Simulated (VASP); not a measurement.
# CoO (Fm-3m) in VASP: further runs

The runs below take CoO through single point, with BLYP+U.

Everything below comes from runs of VASP 6.6.1. Logs are shortened: lines on timing, memory, paths and dates and some standing lists are left out, and cuts for length are marked.

**1. The cell of the first run**

The structure is cubic, space group Fm-3m (No. 225). The conventional cell has a = 4.405 Å, b = 4.405 Å, c = 4.405 Å, α = 90.00°, β = 90.00°, γ = 90.00°. Co (site symmetry m-3m) has 6 O at 2.20 Å within 2.9 Å. O (site symmetry m-3m) has 6 Co at 2.20 Å within 2.9 Å.

**2. Single point, BLYP+U, collinear spin, ferromagnetic start (10.69 Å³/atom)**

Contents of INCAR:

```
SYSTEM = CoO
AGGAC    = 1.0          
AGGAX    = 1.0          
ALDAC    = 0.0          
ALDAX    = 1.0          
ALGO     = Normal         ! electronic algorithm
EDIFF    = 1E-6           ! SCF threshold, eV
ENCUT    = 700            ! plane-wave cutoff, eV
GGA      = B5             ! functional
GGA_COMPAT= .False.      
ISIF     = 2              ! what is computed and relaxed
ISMEAR   = 0              ! smearing method
ISPIN    = 2              ! spin polarisation
LASPH    = .True.         ! aspherical terms in the spheres
LCHARG   = .False.        ! write CHGCAR
LDAU     = .True.         ! DFT+U
LDAUJ    = 0 0          
LDAUL    = 2 -1           ! shell
LDAUPRINT= 1            
LDAUTYPE = 2            
LDAUU    = 3.3 0          ! U, eV
LMAXMIX  = 4              ! l up to which the mixer works
LORBIT   = 11             ! projections on sites
LREAL    = .False.        ! projectors in reciprocal space
LWAVE    = .False.        ! write WAVECAR
MAGMOM   = 2.89 0.25      ! initial moments
NBANDS   = 22             ! bands
NELM     = 200            ! most SCF steps
PREC     = Accurate       ! precision mode
SIGMA    = 0.05           ! smearing width, eV
```

Contents of KPOINTS:

```
k-points
0
Gamma
  10 10 10
  0 0 0
```

Contents of POSCAR:

```
CoO
1.0
    0.0000000000      2.2025483011      2.2025483011
    2.2025483011      0.0000000000      2.2025483011
    2.2025483011      2.2025483011      0.0000000000
Co O
1 1
Direct
    0.0000000000      0.0000000000      0.0000000000
    0.5000000000      0.5000000000      0.5000000000
```

Potentials or basis: VASP PAW PBE potentials, release 64 (Co_sv, O).

Run with:

```bash
$ cat potpaw_PBE.64/Co_sv/POTCAR potpaw_PBE.64/O/POTCAR > POTCAR
$ mpirun -np 1 vasp_std > vasp.out
```

OUTCAR:

```text
SYSTEM = CoO
   EDIFF = 1E-6
   ENCUT = 700
   GGA = B5
   ISIF = 2
   ISMEAR = 0
   ISPIN = 2
   LASPH = .True.
   LORBIT = 11
   LREAL = .False.
   NELM = 200
   PREC = Accurate

 ion  position               nearest neighbor table
   1  0.000  0.000  0.000-   2 2.20   2 2.20   2 2.20   2 2.20   2 2.20   2 2.20
   2  0.500  0.500  0.500-   1 2.20   1 2.20   1 2.20   1 2.20   1 2.20   1 2.20

  LATTYP: Found a face centered cubic cell.
 ALAT       =     4.4050966022

  Lattice vectors:

 A1 = (   0.0000000000,   2.2025483011,   2.2025483011)
 A2 = (   2.2025483011,   0.0000000000,   2.2025483011)
 A3 = (   2.2025483011,   2.2025483011,   0.0000000000)

Analysis of symmetry for initial positions (statically):
=====================================================================
 Subroutine PRICEL returns:
 Original cell was already a primitive cell.

 Routine SETGRP: Setting up the symmetry group for a
 face centered cubic supercell.

 Subroutine GETGRP returns: Found 48 space group operations
 (whereof 48 operations were pure point group operations)
 out of a pool of 48 trial point group operations.

The static configuration has the point symmetry O_h .

Analysis of symmetry for dynamics (positions and initial velocities):
=====================================================================
 Subroutine PRICEL returns:
 Original cell was already a primitive cell.

 Routine SETGRP: Setting up the symmetry group for a
 face centered cubic supercell.

 Subroutine GETGRP returns: Found 48 space group operations
 (whereof 48 operations were pure point group operations)
 out of a pool of 48 trial point group operations.

The dynamic configuration has the point symmetry O_h .

Analysis of structural, dynamic, and magnetic symmetry:
=====================================================================
 Subroutine PRICEL returns:
 Original cell was already a primitive cell.

 Routine SETGRP: Setting up the symmetry group for a
 face centered cubic supercell.

 Subroutine GETGRP returns: Found 48 space group operations
 (whereof 48 operations were pure point group operations)
 out of a pool of 48 trial point group operations.

The overall configuration has the point symmetry O_h .

 Subroutine INISYM returns: Found 48 space group operations
 (whereof 48 operations are pure point group operations),
 and found     1 'primitive' translations

----------------------------------------------------------------------------------------

                                     Primitive cell

  volume of cell :      21.3701

  direct lattice vectors                    reciprocal lattice vectors
     0.000000000  2.202548301  2.202548301    -0.227009778  0.227009778  0.227009778
     2.202548301  0.000000000  2.202548301     0.227009778 -0.227009778  0.227009778
     2.202548301  2.202548301  0.000000000     0.227009778  0.227009778 -0.227009778

  length of vectors
     3.114873679  3.114873679  3.114873679     0.393192469  0.393192469  0.393192469

  position of ions in fractional coordinates (direct lattice)
     0.000000000  0.000000000  0.000000000
     0.500000000  0.500000000  0.500000000

  ion indices of the primitive-cell ions
   primitive index   ion index
                 1           1
                 2           2

----------------------------------------------------------------------------------------

 KPOINTS: k-points

[... 59 lines left out ...]
   ISTART =      0    job   : 0-new  1-cont  2-samecut
   ICHARG =      2    charge: 1-file 2-atom 10-const
   ISPIN  =      2    spin polarized calculation?
   LNONCOLLINEAR =      F non collinear calculations
   LSORBIT =      F    spin-orbit coupling
   LASPH  =      T    aspherical Exc in radial PAW
   ENCUT  =  700.0 eV  51.45 Ry    7.17 a.u.   6.72  6.72  6.72*2*pi/ulx,y,z
   NELM   =    200;   NELMIN=  2; NELMDL= -5     # of ELM steps
   EDIFF  = 0.1E-05   stopping-criterion for ELM
   LREAL  =      F    real-space projection
   EDIFFG = 0.1E-04   stopping-criterion for IOM
   NSW    =      0    number of steps for IOM
   IBRION =     -1    ionic relax: 0-MD 1-quasi-New 2-CG
   NFREE  =      0    steps in history (QN), initial steepest desc. (CG)
   ISIF   =      2    stress and relaxation
   ISYM   =      2    0-nonsym 1-usesym 2-fastsym
   POTIM  = 0.5000    time-step for ionic-motion
   TEBEG  =    0.0;   TEEND  =   0.0 temperature during run
   PSTRESS=    0.0 pullay stress
   NELECT =      23.0000    total number of electrons
   NUPDOWN=      -1.0000    fix difference up-down
   EMIN   =  10.00;   EMAX   =-10.00  energy-range for DOS
   EFERMI =   0.00;   METHOD = LEGACY
   ISMEAR =     0;   SIGMA  =   0.05  broadening in eV -4-tet -1-fermi 0-gaus
   EFERMI_NEDOS =   21; number of points for ismear=-14 and -15
   IALGO  =     38    algorithm
   IMIX   =      4    mixing-type and parameters
     AMIX     =   0.40;   BMIX     =  1.00
     AMIX_MAG =   1.60;   BMIX_MAG =  1.00
  volume/ion in A,a.u.               =      10.69        72.11
  Fermi-wavevector in a.u.,A,eV,Ry     =   1.677704  3.170401 38.296191  2.814691
  Thomas-Fermi vector in A             =   2.761923
   LORBIT       =     11    0 simple, 1 ext, 2 COOP (PROOUT), +10 PAW based schemes
 LDA+U is selected, type is set to LDAUTYPE =  2
   angular momentum for each species LDAUL =     2   -1
   U (eV)           for each species LDAUU =   3.3  0.0
   J (eV)           for each species LDAUJ =   0.0  0.0
   GGA     = B5    functional components
   LHFCALC =     F    Hartree Fock is set to
   AEXX    =    0.0000 exact exchange contribution
   IVDW    =     0    specifies the selected vdW correction
   LEPSILON=     F    determine dielectric tensor
   LRPA    =     F    only Hartree local field effects (RPA)
 spin polarized calculation
 Gauss-broadening in eV      SIGMA  =   0.05
  energy-cutoff  :      700.00
  volume of cell :       21.37
 maximum number of plane-waves:       934
   NGX = 13   NGY = 13   NGZ = 13

atom =   1  type =  1  l = 2

 onsite density matrix

spin component  1

  0.9262 -0.0000 -0.0000  0.0000  0.0000
 -0.0000  0.9262  0.0000  0.0000 -0.0000
 -0.0000  0.0000  0.9516 -0.0000 -0.0000
  0.0000  0.0000 -0.0000  0.9262  0.0000
  0.0000 -0.0000 -0.0000  0.0000  0.9516

spin component  2

  0.6136  0.0000  0.0000 -0.0000  0.0000
  0.0000  0.6136 -0.0000 -0.0000 -0.0000
  0.0000 -0.0000  0.0928  0.0000  0.0000
 -0.0000 -0.0000  0.0000  0.6136  0.0000
  0.0000 -0.0000  0.0000  0.0000  0.0928

 occupancies and eigenvectors

  o =  0.0928  v =  0.0000  0.0000  0.0000  0.0000  0.0000  0.0000  0.0000 -0.0055 -0.0000  1.0000      0.0000  0.0000  0.0000  0.0000  0.0000  0.0000  0.0000  0.0000  0.0000  0.0000
  o =  0.0928  v =  0.0000  0.0000  0.0000  0.0000  0.0000  0.0000  0.0000  1.0000 -0.0000  0.0055      0.0000  0.0000  0.0000  0.0000  0.0000  0.0000  0.0000  0.0000  0.0000  0.0000
  o =  0.6136  v =  0.0000  0.0000  0.0000  0.0000  0.0000  1.0000  0.0000  0.0000  0.0000  0.0000      0.0000  0.0000  0.0000  0.0000  0.0000  0.0000  0.0000  0.0000  0.0000  0.0000
  o =  0.6136  v =  0.0000  0.0000  0.0000  0.0000  0.0000  0.0000 -0.1743  0.0000  0.9847 -0.0000      0.0000  0.0000  0.0000  0.0000  0.0000  0.0000  0.0000  0.0000  0.0000  0.0000
  o =  0.6136  v =  0.0000  0.0000  0.0000  0.0000  0.0000  0.0000  0.9847  0.0000  0.1743 -0.0000      0.0000  0.0000  0.0000  0.0000  0.0000  0.0000  0.0000  0.0000  0.0000  0.0000
  o =  0.9262  v =  0.0000 -0.9749  0.0000  0.2226 -0.0000  0.0000  0.0000  0.0000  0.0000  0.0000      0.0000  0.0000  0.0000  0.0000  0.0000  0.0000  0.0000  0.0000  0.0000  0.0000
  o =  0.9262  v =  1.0000  0.0000  0.0000  0.0000  0.0000  0.0000  0.0000  0.0000  0.0000  0.0000      0.0000  0.0000  0.0000  0.0000  0.0000  0.0000  0.0000  0.0000  0.0000  0.0000
  o =  0.9262  v =  0.0000  0.2226  0.0000  0.9749  0.0000  0.0000  0.0000  0.0000  0.0000  0.0000      0.0000  0.0000  0.0000  0.0000  0.0000  0.0000  0.0000  0.0000  0.0000  0.0000
  o =  0.9516  v =  0.0000 -0.0000 -0.9979  0.0000  0.0642  0.0000  0.0000  0.0000  0.0000  0.0000      0.0000  0.0000  0.0000  0.0000  0.0000  0.0000  0.0000  0.0000  0.0000  0.0000
  o =  0.9516  v =  0.0000  0.0000 -0.0642  0.0000 -0.9979  0.0000  0.0000  0.0000  0.0000  0.0000      0.0000  0.0000  0.0000  0.0000  0.0000  0.0000  0.0000  0.0000  0.0000  0.0000

 number of electron      22.9999983 magnetization       3.0000465

 Free energy of the ion-electron system (eV)
  ---------------------------------------------------
  ext. energy  EPLUGINS =         0.00000000
  ---------------------------------------------------
  free energy    TOTEN  =       -10.07549927 eV

  energy without entropy =      -10.06788741  energy(sigma->0) =      -10.07169334

 E-fermi :   7.3792     XC(G=0): -11.5377

 val. band max:        7.3762071883   @ k =   0.4000   0.2000   0.1000
 cond. band min:       7.3799348799   @ k =   0.5000   0.3000   0.0000
 fundamental gap:      0.0037276916
 Fermi energy:         7.3792048380

 spin component 1

 k-point     1 :       0.0000    0.0000    0.0000
  band No.  band energies     occupation
      1     -88.7791      1.00000
      2     -52.2610      1.00000
      3     -52.2610      1.00000
      4     -52.2610      1.00000
      5     -11.2771      1.00000
      6       3.1251      1.00000
[... 1193 lines left out ...]
     21      36.4778      0.00000
     22      37.5774      0.00000

 [... further k-points ...]
[... 5 lines left out ...]
  --------------------------------------------------------------------------------------
  -------------------------------------------------------------------------------------
  Total       -1.2585569     -1.2585569     -1.2585569     -0.0000000      0.0000000     -0.0000000
  in kB      -94.3576516    -94.3576516    -94.3576516     -0.0000000      0.0000000     -0.0000000
  external PRESSURE =     -94.3576516 kB  Pullay stress =       0.0000000 kB

 VOLUME and BASIS-vectors are now :
 -----------------------------------------------------------------------------
  energy-cutoff  :      700.00
  volume of cell :       21.37
      direct lattice vectors                 reciprocal lattice vectors
     0.000000000  2.202548301  2.202548301    -0.227009778  0.227009778  0.227009778
     2.202548301  0.000000000  2.202548301     0.227009778 -0.227009778  0.227009778
     2.202548301  2.202548301  0.000000000     0.227009778  0.227009778 -0.227009778

 POSITION                                       TOTAL-FORCE (eV/Angst)
 -----------------------------------------------------------------------------------
      0.00000      0.00000      0.00000         0.000000     -0.000000      0.000000
      2.20255      2.20255      2.20255        -0.000000      0.000000     -0.000000
 -----------------------------------------------------------------------------------
    total drift:                                0.000000      0.000000      0.000000

  FREE ENERGIE OF THE ION-ELECTRON SYSTEM (eV)
  ---------------------------------------------------
  free  energy   TOTEN  =       -10.0754992703 eV

  energy  without entropy=      -10.0678874075  energy(sigma->0) =      -10.07169334

 total charge

# of ion       s       p       d       tot
------------------------------------------
    1        2.134   6.046   6.683  14.863
    2        1.541   3.424   0.000   4.966
--------------------------------------------------
tot          3.675   9.471   6.683  19.829

 magnetization (x)

# of ion       s       p       d       tot
------------------------------------------
    1        0.012   0.008   2.651   2.671
    2        0.023   0.236   0.000   0.258
--------------------------------------------------
tot          0.034   0.244   2.651   2.929
```

Wall time 60 s (1 thread of AMD EPYC 9R45 (Zen 5), shared host); peak memory 0.17 GiB.

What came out:

```yaml
Free_energy: -10.0755 eV
Pressure: -9.4 GPa
Band_gap_on_the_k_mesh: zero (filled and empty bands overlap)
Net_moment: 3.00 μB per cell
Site_moments: Co +2.67; O +0.26 μB
Valence_electrons_inside_the_program's_atomic_spheres: Co 14.86; O 4.97
```

Eigenvalues of the final occupation matrices:
| site | spin | trace | eigenvalues |
| --- | --- | --- | --- |
| site 1 d | 1 | 4.68 | 0.93 0.93 0.93 0.95 0.95 |
| site 1 d | 2 | 2.03 | 0.09 0.09 0.61 0.61 0.61 |

Caveat: the cell stands under tension; the PAW data sets were made with another functional, which shifts forces and pressure a little; a cell with one magnetic atom can't hold antiferromagnetic order, which such compounds often take. The state reached can hang on the start; a lower one may exist.

**3. Single point, BLYP+U, collinear spin, ferromagnetic start (10.73 Å³/atom)**

This run uses another cell than the first one, of 10.73 Å³/atom.

Contents of INCAR:

```
  AGGAC = 1.0
  AGGAX = 1.0
  ALDAC = 0.0
  ALDAX = 1.0
  ALGO = Normal
  EDIFF = 1E-6
  ENCUT = 700
  GGA = B5
  GGA_COMPAT = F
  ISIF = 2
  ISMEAR = 0
  ISPIN = 2
  LASPH = T
  LCHARG = T
  LDAU = T
  LDAUJ = 0 0
  LDAUL = 2 -1
  LDAUPRINT = 1
  LDAUTYPE = 2
  LDAUU = 3.3 0
  LELF = T
  LMAXMIX = 4
  LORBIT = 11
  LREAL = F
  LVHAR = T
  LWAVE = F
  MAGMOM = 2.89 0.25
  NBANDS = 22
  NELM = 200
  PREC = Accurate
  SIGMA = 0.05
```

Contents of KPOINTS:

```
k-points
0
Gamma
  10 10 10
```

Contents of POSCAR:

```
CoO
1.0
    0.0000000000      2.2058642199      2.2058642199
    2.2058642199      0.0000000000      2.2058642199
    2.2058642199      2.2058642199      0.0000000000
Co O
1 1
Direct
    0.0000000000      0.0000000000      0.0000000000
    0.5000000000      0.5000000000      0.5000000000
```

Potentials or basis: VASP PAW PBE potentials, release 64 (Co_sv, O).

Run with:

```bash
$ cat potpaw_PBE.64/Co_sv/POTCAR potpaw_PBE.64/O/POTCAR > POTCAR
$ mpirun -np 1 vasp_std > vasp.out
```

Wall time 2.4 min (1 thread of Intel Xeon Platinum 8259CL at 2.50GHz (Skylake/Cascade Lake), shared host); peak memory 0.2 GiB.

Results (log left out):

| Item | Value |
| --- | --- |
| Free energy | -10.0701 eV |
| Pressure | -10.0 GPa |
| Band gap on the k mesh | zero (filled and empty bands overlap) |
| Net moment | 3.00 μB per cell |
| Site moments | Co +2.67; O +0.26 μB |
| Valence electrons inside the program's atomic spheres | Co 14.86; O 4.96 |

Levels at points of the mesh, in eV from the Fermi level:
Spin up:
```csv
k point,band 11,band 12,band 13,band 14,band 15,band 16
"(0.00, 0.00, 0.00)",-2.12,-2.12,-2.12,1.21,17.58,17.67
"(0.50, 0.00, 0.00)",-2.58,-0.27,-0.27,5.65,8.94,13.30
"(0.50, 0.50, 0.00)",-3.19,-3.15,-3.15,5.65,9.95,11.73
```
Spin down:
```csv
k point,band 7,band 8,band 9,band 10,band 11,band 12,band 13,band 14
"(0.00, 0.00, 0.00)",-1.66,-1.66,-0.92,-0.92,-0.92,1.68,1.83,1.84
"(0.50, 0.00, 0.00)",-3.25,-3.25,-0.08,-0.08,0.16,3.90,3.90,5.89
"(0.50, 0.50, 0.00)",-2.76,-2.76,-1.74,0.03,0.03,2.26,2.51,6.42
```

Eigenvalues of the final occupation matrices:
```tsv
site	spin	trace	eigenvalues
site 1 d	1	4.68	0.93 0.93 0.93 0.95 0.95
site 1 d	2	2.03	0.09 0.09 0.61 0.61 0.61
```

Caveat: the cell stands under tension; the PAW data sets were made with another functional, which shifts forces and pressure a little; a cell with one magnetic atom can't hold antiferromagnetic order, which such compounds often take. The state reached can hang on the start; a lower one may exist.
